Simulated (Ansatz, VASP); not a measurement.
In in VASP and in Ansatz

The input INCAR:

```
SYSTEM = In
  ALGO = Normal
  EDIFF = 1E-6
  ENCUT = 520
  ISIF = 2
  ISMEAR = -1
  LASPH = .TRUE.
  LCHARG = .FALSE.
  LREAL = .FALSE.
  LWAVE = .FALSE.
  NBANDS = 12
  NELM = 80
  PREC = Accurate
  SIGMA = 0.05
```

Contents of KPOINTS:

```
k-points
0
G
  14 14 14
  0 0 0
```

The input POSCAR:

```
In
1.0
   -1.6261500000      1.6261500000      2.4244710000
    1.6261500000     -1.6261500000      2.4244710000
    1.6261500000      1.6261500000     -2.4244710000
In
1
Direct
    0.0000000000      0.0000000000      0.0000000000
```

Input for Ansatz:

```yaml
crystal:
  lattice:
    - [-1.62615, 1.62615, 2.424471]
    - [1.62615, -1.62615, 2.424471]
    - [1.62615, 1.62615, -2.424471]
  atoms:
    - { symbol: In, position: [0.0, 0.0, 0.0] }
kpoints:
  mp_grid: { grid: [14, 14, 14] }
  band_path:
    path:
      - [0.0, 0.0, 0.0]
      - [0.0, 0.0, 0.5]
      - [0.25, 0.25, 0.25]
      - [0.0, 0.5, 0.0]
      - [0.0, 0.0, 0.0]
      - [0.5, 0.5, -0.5]
      - [0.3624675484, 0.6375324516, -0.3624675484]
      - [-0.3624675484, 0.3624675484, 0.3624675484]
      - [0.0, 0.0, 0.0]
    npoints: 5
scf:
  occupations: { method: fermi_dirac, width: 0.05 }
hamiltonian:
  xc: lda
  pseudopotentials: { kind: all_electron, lapw: { basis_error: 0.0005 } }
output:
  forces: true
  stress: true
  eigenvalues: true
```

Change from the starting cell: zz strain of -2 %.

Alike in both runs: task single point; functional LDA; k mesh 14 × 14 × 14; occupations fermi-dirac, width 0.05 eV; no spin polarisation.

|  | VASP | Ansatz |
| --- | --- | --- |
| version | VASP 6.6.1 | Ansatz 0.2.0 |
| potentials or method | VASP PAW LDA potentials, release 64 (In_d), cutoff 520 eV | all-electron LAPW, scalar-relativistic |

Ansatz gave:

- pressure (GPa): -1.9
- traceless stress, the component that is largest in VASP (GPa): 0.49

**Question.** Estimate VASP's values.

**Answer.** Pressure (GPa): -1.9; traceless stress, the component that is largest in VASP (GPa): 0.48.

LDA's correlation is that of Perdew and Zunger in VASP and of Perdew and Wang (1992) in Ansatz. Ansatz ran all-electron here, and VASP with PAW potentials.
